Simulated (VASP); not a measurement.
Ga3BSb2:

```
Ga B Sb
1.0
     4.34451    0.00000    0.00000
    -2.17226    3.76246    0.00000
     0.00000    0.00000    7.56810
Ga B Sb
3 1 2
Direct
  0.66667 0.33333 0.00000
  0.00000 0.00000 0.19066
  0.00000 0.00000 0.80934
  0.33333 0.66667 0.50000
  0.66667 0.33333 0.50000
  0.00000 0.00000 0.50000
```

The cell was generated, and may not be a known phase.

| Property | Result |
| --- | --- |
| Program | VASP 6.6.1 |
| Task | relaxation of cell and atoms |
| Functional | PBE |
| Potentials or basis | VASP PAW PBE potentials, release 64 (Ga_d, B, Sb) |
| Cutoff | 600 eV |
| k mesh | 4 × 4 × 2 |
| Occupations | gaussian, width 0.2 eV |
| Spin | no spin polarisation |

At the start: pressure 27.3 GPa; volume 20.62 Å³/atom.

**Question.** How do energy, volume and symmetry change on relaxing?

**Answer.** Over 16 steps the energy falls by 661.4 meV/atom and the volume is 27.18 Å³/atom (+31.8 %); space group P-6m2 (No. 187, to 0.1 Å) before and after.

Step by step:
| step | energy change (eV) | largest force (eV/Å) | pressure (GPa) | volume (Å³) |
| --- | --- | --- | --- | --- |
| 1 | 0.0000 | 4.3358 | 27.33 | 123.71 |
| 2 | -3.3753 | 0.3992 | -3.77 | 197.73 |
| 3 | -3.6928 | 0.9303 | -0.54 | 171.79 |
| 4 | -3.6945 | 0.8862 | -0.84 | 173.36 |
| 5 | -3.7860 | 0.7411 | -0.74 | 170.73 |
| 6 | -3.8881 | 0.5818 | 0.63 | 162.94 |
| 7 | -3.8974 | 0.0933 | 0.01 | 165.60 |
| 8 | -3.9015 | 0.0829 | 0.18 | 164.76 |
| 9 | -3.9408 | 0.2617 | -0.24 | 164.68 |
| 10 | -3.9415 | 0.7253 | -0.23 | 164.44 |
| 11 | -3.9530 | 0.4171 | -0.32 | 164.60 |
| 12 | -3.9538 | 0.4887 | -0.31 | 164.56 |
| 13 | -3.9513 | 0.0487 | 0.12 | 162.52 |
| 14 | -3.9637 | 0.2496 | -0.13 | 163.58 |
| 15 | -3.9674 | 0.1279 | -0.01 | 162.82 |
| 16 | -3.9686 | 0.0081 | -0.06 | 163.08 |

Final structure:
```
CELL_PARAMETERS angstrom
4.97162 0.00000 0.00000
-2.48581 4.30555 0.00000
0.00000 0.00000 7.61844
ATOMIC_POSITIONS crystal
Ga 0.66667 0.33333 0.00000
Ga 0.00000 0.00000 0.15407
Ga 0.00000 0.00000 0.84593
B 0.33333 0.66667 0.50000
Sb 0.66667 0.33333 0.50000
Sb 0.00000 0.00000 0.50000
```

Caveat: the k points lie up to 0.41 Å⁻¹ apart in the final cell, too coarse for converged energies and pressures of a metal; the volume moved by over 15 % at a fixed basis, so the end points are rough.
